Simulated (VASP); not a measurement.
# Cd (Im-3m) in VASP: notebook

Runs on Cd. Level: PBE. Tasks: single point.

All numbers are computed with VASP 6.6.1; they aren't measurements. Logs are shortened: lines on timing, memory, paths and dates and some standing lists are left out, and cuts for length are marked.

**1. The cell of the first run**

Symmetry: Im-3m, No. 229, cubic system. The conventional cell has a = 3.595 Å, b = 3.595 Å, c = 3.595 Å, α = 90.00°, β = 90.00°, γ = 90.00°. Cd (site symmetry m-3m) has 14 Cd at 3.11 to 3.60 Å within 4.1 Å.

This isn't the form of Cd at room conditions, which is hcp.

**2. Single point, PBE, non-collinear spin, zero start, spin-orbit coupling**

Contents of INCAR:

```
ALGO = Normal
EDIFF = 1E-7
ENCUT = 520
GGA = PE
GGA_COMPAT = False
ISIF = 2
ISMEAR = -1
LASPH = True
LCHARG = False
LORBIT = 11
LORBMOM = True
LREAL = False
LSORBIT = True
LWAVE = False
MAGMOM = 0 0 0
NBANDS = 23
NELM = 150
PREC = Accurate
SIGMA = 0.05
```

Contents of KPOINTS:

```
k-points
0
Gamma
  16 16 16
```

Contents of POSCAR:

```
Cd
1.0
   -1.7975694674      1.7975694674      1.7975694674
    1.7975694674     -1.7975694674      1.7975694674
    1.7975694674      1.7975694674     -1.7975694674
Cd
1
Direct
    0.0000000000      0.0000000000      0.0000000000
```

Potentials or basis: VASP PAW PBE potentials, release 64 (Cd).

On the command line:

```
cat potpaw_PBE.64/Cd/POTCAR > POTCAR
mpirun -np 1 vasp_ncl > vasp.out
```

OUTCAR:

```text
EDIFF = 1E-7
   ENCUT = 520
   GGA = PE
   ISIF = 2
   ISMEAR = -1
   LASPH = True
   LORBIT = 11
   LREAL = False
   LSORBIT = True
   NELM = 150
   PREC = Accurate

 ion  position               nearest neighbor table
   1  0.000  0.000  0.000-

  LATTYP: Found a body centered cubic cell.
 ALAT       =     3.5951389348

  Lattice vectors:

 A1 = (  -1.7975694674,   1.7975694674,   1.7975694674)
 A2 = (   1.7975694674,  -1.7975694674,   1.7975694674)
 A3 = (   1.7975694674,   1.7975694674,  -1.7975694674)

Analysis of symmetry for initial positions (statically):
=====================================================================
 Subroutine PRICEL returns:
 Original cell was already a primitive cell.

 Routine SETGRP: Setting up the symmetry group for a
 body centered cubic supercell.

 Subroutine GETGRP returns: Found 48 space group operations
 (whereof 48 operations were pure point group operations)
 out of a pool of 48 trial point group operations.

The static configuration has the point symmetry O_h .

Analysis of symmetry for dynamics (positions and initial velocities):
=====================================================================
 Subroutine PRICEL returns:
 Original cell was already a primitive cell.

 Routine SETGRP: Setting up the symmetry group for a
 body centered cubic supercell.

 Subroutine GETGRP returns: Found 48 space group operations
 (whereof 48 operations were pure point group operations)
 out of a pool of 48 trial point group operations.

The dynamic configuration has the point symmetry O_h .

Analysis of structural, dynamic, and magnetic symmetry:
=====================================================================
 Subroutine PRICEL returns:
 Original cell was already a primitive cell.

 Routine SETGRP: Setting up the symmetry group for a
 body centered cubic supercell.

 Subroutine GETGRP returns: Found 48 space group operations
 (whereof 48 operations were pure point group operations)
 out of a pool of 48 trial point group operations.

The overall configuration has the point symmetry O_h .

 Subroutine INISYM returns: Found 48 space group operations
 (whereof 48 operations are pure point group operations),
 and found     1 'primitive' translations

----------------------------------------------------------------------------------------

                                     Primitive cell

  volume of cell :      23.2336

  direct lattice vectors                    reciprocal lattice vectors
    -1.797569467  1.797569467  1.797569467     0.000000000  0.278153367  0.278153367
     1.797569467 -1.797569467  1.797569467     0.278153367  0.000000000  0.278153367
     1.797569467  1.797569467 -1.797569467     0.278153367  0.278153367  0.000000000

  length of vectors
     3.113481648  3.113481648  3.113481648     0.393368264  0.393368264  0.393368264

  position of ions in fractional coordinates (direct lattice)
     0.000000000  0.000000000  0.000000000

  ion indices of the primitive-cell ions
   primitive index   ion index
                 1           1

----------------------------------------------------------------------------------------

 KPOINTS: k-points

Automatic generation of k-mesh.
 Grid dimensions read from file:
 generate k-points for:   16   16   16

 Generating k-lattice:

  Cartesian coordinates                     Fractional coordinates (reciprocal lattice)
     0.000000000  0.017384585  0.017384585     0.062500000  0.000000000  0.000000000
     0.017384585  0.000000000  0.017384585     0.000000000  0.062500000  0.000000000
     0.017384585  0.017384585  0.000000000     0.000000000  0.000000000  0.062500000

  Length of vectors
     0.024585517  0.024585517  0.024585517

[... 46 lines left out ...]
   ICHARG =      2    charge: 1-file 2-atom 10-const
   ISPIN  =      1    spin polarized calculation?
   LNONCOLLINEAR =      T non collinear calculations
   LSORBIT =      T    spin-orbit coupling
   LASPH  =      T    aspherical Exc in radial PAW
   ENCUT  =  520.0 eV  38.22 Ry    6.18 a.u.   5.79  5.79  5.79*2*pi/ulx,y,z
   NELM   =    150;   NELMIN=  2; NELMDL= -5     # of ELM steps
   EDIFF  = 0.1E-06   stopping-criterion for ELM
   LREAL  =      F    real-space projection
   EDIFFG = 0.1E-05   stopping-criterion for IOM
   NSW    =      0    number of steps for IOM
   IBRION =     -1    ionic relax: 0-MD 1-quasi-New 2-CG
   NFREE  =      0    steps in history (QN), initial steepest desc. (CG)
   ISIF   =      2    stress and relaxation
   ISYM   =      2    0-nonsym 1-usesym 2-fastsym
   POTIM  = 0.5000    time-step for ionic-motion
   TEBEG  =    0.0;   TEEND  =   0.0 temperature during run
   PSTRESS=    0.0 pullay stress
   NELECT =      12.0000    total number of electrons
   NUPDOWN=      -1.0000    fix difference up-down
   EMIN   =  10.00;   EMAX   =-10.00  energy-range for DOS
   EFERMI =   0.00;   METHOD = LEGACY
   ISMEAR =    -1;   SIGMA  =   0.05  broadening in eV -4-tet -1-fermi 0-gaus
   EFERMI_NEDOS =   21; number of points for ismear=-14 and -15
   IALGO  =     38    algorithm
   IMIX   =      4    mixing-type and parameters
     AMIX     =   0.40;   BMIX     =  1.00
     AMIX_MAG =   1.60;   BMIX_MAG =  1.00
  volume/ion in A,a.u.               =      23.23       156.79
  Fermi-wavevector in a.u.,A,eV,Ry     =   1.313498  2.482152 23.473835  1.725278
  Thomas-Fermi vector in A             =   2.443817
   LORBIT       =     11    0 simple, 1 ext, 2 COOP (PROOUT), +10 PAW based schemes
   GGA     = PE    functional components
   LHFCALC =     F    Hartree Fock is set to
   AEXX    =    0.0000 exact exchange contribution
   IVDW    =     0    specifies the selected vdW correction
   LEPSILON=     F    determine dielectric tensor
   LRPA    =     F    only Hartree local field effects (RPA)
  energy-cutoff  :      520.00
  volume of cell :       23.23
 maximum number of plane-waves:      1284
   NGX = 11   NGY = 11   NGZ = 11

 number of electron      12.0000000 magnetization       0.0000000      0.0000000      0.0000000

 number of electron      12.0000008 magnetization       0.0000000     -0.0000000     -0.0000000

 number of electron      12.0000008 magnetization      -0.0000000      0.0000000      0.0000000

 Free energy of the ion-electron system (eV)
  ---------------------------------------------------
  ext. energy  EPLUGINS =         0.00000000
  ---------------------------------------------------
  free energy    TOTEN  =        -0.72342794 eV

  energy without entropy =       -0.72136996  energy(sigma->0) =       -0.72239895

 E-fermi :   2.4616     XC(G=0): -10.6613

 val. band max:        2.3940534254   @ k =   0.3750   0.1250   0.0625
 cond. band min:       2.5205045037   @ k =   0.5000   0.5000   0.2500
 fundamental gap:      0.1264510783
 Fermi energy:         2.4615842275

 k-point     1 :       0.0000    0.0000    0.0000
  band No.  band energies     occupation
      1      -6.9253      1.00000
      2      -6.9253      1.00000
      3      -6.9253      1.00000
      4      -6.9253      1.00000
      5      -6.3828      1.00000
      6      -6.3828      1.00000
[... 613 lines left out ...]
     22      19.0264      0.00000
     23      21.5563      0.00000

 [... further k-points ...]

------------------------ aborting loop because EDIFF is reached ----------------------------------------

  FORCE on cell =-STRESS in cart. coord.  units (eV):
  Direction    XX          YY          ZZ          XY          YZ          ZX
  --------------------------------------------------------------------------------------
  -------------------------------------------------------------------------------------
  Total        0.0439086      0.0439086      0.0439086     -0.0000000      0.0000000     -0.0000000
  in kB        3.0279079      3.0279079      3.0279079     -0.0000000      0.0000000     -0.0000000
  external PRESSURE =       3.0279079 kB  Pullay stress =       0.0000000 kB

 VOLUME and BASIS-vectors are now :
 -----------------------------------------------------------------------------
  energy-cutoff  :      520.00
  volume of cell :       23.23
      direct lattice vectors                 reciprocal lattice vectors
    -1.797569467  1.797569467  1.797569467     0.000000000  0.278153367  0.278153367
     1.797569467 -1.797569467  1.797569467     0.278153367  0.000000000  0.278153367
     1.797569467  1.797569467 -1.797569467     0.278153367  0.278153367  0.000000000

 POSITION                                       TOTAL-FORCE (eV/Angst)
 -----------------------------------------------------------------------------------
      0.00000      0.00000      0.00000        -0.000000      0.000000      0.000000
 -----------------------------------------------------------------------------------
    total drift:                                0.000000      0.000000      0.000000

  FREE ENERGIE OF THE ION-ELECTRON SYSTEM (eV)
  ---------------------------------------------------
  free  energy   TOTEN  =        -0.7234279365 eV

  energy  without entropy=       -0.7213699622  energy(sigma->0) =       -0.72239895

 orbital moment (x)

 # of ion     p       d       tot
 ----------------------------------------
  1         0.000  -0.000  -0.000
 ----------------------------------------
            0.000  -0.000  -0.000

 orbital moment (y)

 # of ion     p       d       tot
 ----------------------------------------
  1        -0.000   0.000  -0.000
 ----------------------------------------
           -0.000   0.000  -0.000

 orbital moment (z)

 # of ion     p       d       tot
 ----------------------------------------
  1         0.000   0.000   0.000
 ----------------------------------------
            0.000   0.000   0.000

 Spin-Orbit-Coupling matrix elements

 Ion:    1  E_soc:     -0.0559734
 l=   1
     0.0000000    -0.0022162    -0.0022162
    -0.0022162     0.0000000    -0.0022162
    -0.0022162    -0.0022162     0.0000000
 l=   2
     0.0000000    -0.0014437     0.0000000    -0.0014437    -0.0056690
    -0.0014437     0.0000000    -0.0042517    -0.0014437    -0.0014172
     0.0000000    -0.0042517     0.0000000    -0.0042517     0.0000000
    -0.0014437    -0.0014437    -0.0042517     0.0000000    -0.0014172
    -0.0056690    -0.0014172     0.0000000    -0.0014172     0.0000000
 l=   3
     0.0000000     0.0000000     0.0000000     0.0000000     0.0000000     0.0000000     0.0000000
     0.0000000     0.0000000     0.0000000     0.0000000     0.0000000     0.0000000     0.0000000
     0.0000000     0.0000000     0.0000000     0.0000000     0.0000000     0.0000000     0.0000000
     0.0000000     0.0000000     0.0000000     0.0000000     0.0000000     0.0000000     0.0000000
     0.0000000     0.0000000     0.0000000     0.0000000     0.0000000     0.0000000     0.0000000
     0.0000000     0.0000000     0.0000000     0.0000000     0.0000000     0.0000000     0.0000000
     0.0000000     0.0000000     0.0000000     0.0000000     0.0000000     0.0000000     0.0000000

 total charge

# of ion       s       p       d       tot
------------------------------------------
    1        0.548   0.244   9.495  10.287

 magnetization (x)

# of ion       s       p       d       tot
------------------------------------------
    1       -0.000   0.000   0.000  -0.000

 magnetization (y)

# of ion       s       p       d       tot
------------------------------------------
    1        0.000   0.000  -0.000   0.000

 magnetization (z)

# of ion       s       p       d       tot
------------------------------------------
    1        0.000   0.000  -0.000   0.000
```

Wall time 1.7 min (1 thread of Intel Xeon 6975P-C (Granite Rapids), shared host); peak memory 0.26 GiB.

Results:

* Free energy: -0.7234 eV
* Pressure: 0.3 GPa
* Net moment: 0.00 μB per cell
* Valence electrons inside the program's atomic spheres: Cd 10.29

Moments on the atoms (μB; x, y, z):
```
Cd  0.00 0.00 0.00
```

**3. Single point, PBE, non-collinear spin, zero start, spin-orbit coupling**

Contents of INCAR:

```
ALGO     = Normal         # electronic algorithm
EDIFF    = 1E-6           # SCF threshold, eV
ENCUT    = 520            # plane-wave cutoff, eV
GGA      = PE             # functional
GGA_COMPAT= F            
ISIF     = 2              # what is computed and relaxed
ISMEAR   = -1             # smearing method
LASPH    = T              # aspherical terms in the spheres
LCHARG   = T              # write CHGCAR
LNONCOLLINEAR= T              # non-collinear magnetism
LORBIT   = 11             # projections on sites
LORBMOM  = T            
LREAL    = F              # projectors in reciprocal space
LSORBIT  = T              # spin-orbit coupling
LVHAR    = T            
LWAVE    = F              # write WAVECAR
MAGMOM   = 0 0 0          # initial moments
NBANDS   = 23             # bands
NELM     = 150            # most SCF steps
PREC     = Accurate       # precision mode
SIGMA    = 0.05           # smearing width, eV
```

KPOINTS is that of step 2.

Contents of POSCAR:

```
Cd
1.0
   -1.7982464081      1.7982464081      1.7982464081
    1.7982464081     -1.7982464081      1.7982464081
    1.7982464081      1.7982464081     -1.7982464081
Cd
1
Direct
    0.0000000000      0.0000000000      0.0000000000
```

Potentials or basis: VASP PAW PBE potentials, release 64 (Cd).

On the command line:

```
cat potpaw_PBE.64/Cd/POTCAR > POTCAR
mpirun -np 1 vasp_ncl > vasp.out
```

Run time: 68 s. Hardware: 1 thread of Intel Xeon 6975P-C (Granite Rapids), shared host; peak memory 0.26 GiB.

It converged, with:

* Free energy: -0.7235 eV
* Pressure: 0.3 GPa
* Net moment: 0.00 μB per cell
* Valence electrons inside the program's atomic spheres: Cd 10.29

Moments on the atoms (μB; x, y, z):
```
Cd  0.00 0.00 0.00
```
